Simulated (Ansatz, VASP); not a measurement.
## O in VASP and in Ansatz

Contents of INCAR:

```
SYSTEM = O
PREC = Accurate
ENCUT = 520
EDIFF = 1E-7
ISMEAR = -1
SIGMA = 0.05
LREAL = .False.
LASPH = .True.
NELM = 60
ALGO = Normal
ISIF = 2
LWAVE = .False.
LCHARG = .False.
GGA = PS
NBANDS = 13
```

KPOINTS

```
regular mesh
0
Gamma
  11 11 11
  0 0 0
```

Contents of POSCAR:

```
O
1.0
    0.0000000000      2.3957099285      2.3957099285
    2.3957099285      0.0000000000      2.3957099285
    2.3957099285      2.3957099285      0.0000000000
O
2
Direct
   -0.2825000000     -0.0725000000     -0.0725000000
    0.2825000000      0.0725000000      0.0725000000
```

Input for Ansatz:

```yaml
crystal:
  lattice:
    - [0.0, 2.3957099285, 2.3957099285]
    - [2.3957099285, 0.0, 2.3957099285]
    - [2.3957099285, 2.3957099285, 0.0]
  atoms:
    - { symbol: O, position: [-0.2825, -0.0725, -0.0725] }
    - { symbol: O, position: [0.2825, 0.0725, 0.0725] }
kpoints:
  mp_grid: { grid: [11, 11, 11] }
scf:
  occupations: { method: fermi_dirac, width: 0.05 }
hamiltonian:
  xc: pbesol
  pseudopotentials: { kind: all_electron, lapw: { basis_error: 0.001 } }
output:
  forces: true
  stress: true
  eigenvalues: true
  populations: true
```

Change from the starting cell: shortest bond scaled by 0.58, LAPW.

Alike in both runs: task single point; functional PBEsol; k mesh 11 × 11 × 11; occupations fermi-dirac, width 0.05 eV; no spin polarisation.

|  | VASP | Ansatz |
| --- | --- | --- |
| version | VASP 6.6.1 | Ansatz 0.2.0 |
| potentials or method | VASP PAW PBE potentials, release 64 (O), cutoff 520 eV | all-electron LAPW, scalar-relativistic |

|  | VASP | Ansatz | Ansatz less VASP |
| --- | --- | --- | --- |
| pressure (GPa) | 2.7 | -0.1 | -2.83 |
| traceless stress, the component that is largest in VASP (GPa) | -3.18 | 0.02 | +3.208 |
| rms of the force components (eV/Å) | 1.312 | 0.514 | -0.7980 |

VASP's potentials were made for PBE, not for PBEsol. Atom by atom the forces differ by 0.798 eV/Å (rms over components). Ansatz ran all-electron here, and VASP with PAW potentials.

Noted on VASP's run: the standard files for N, O and F lose accuracy on very short bonds; spin is off for a triplet molecule.
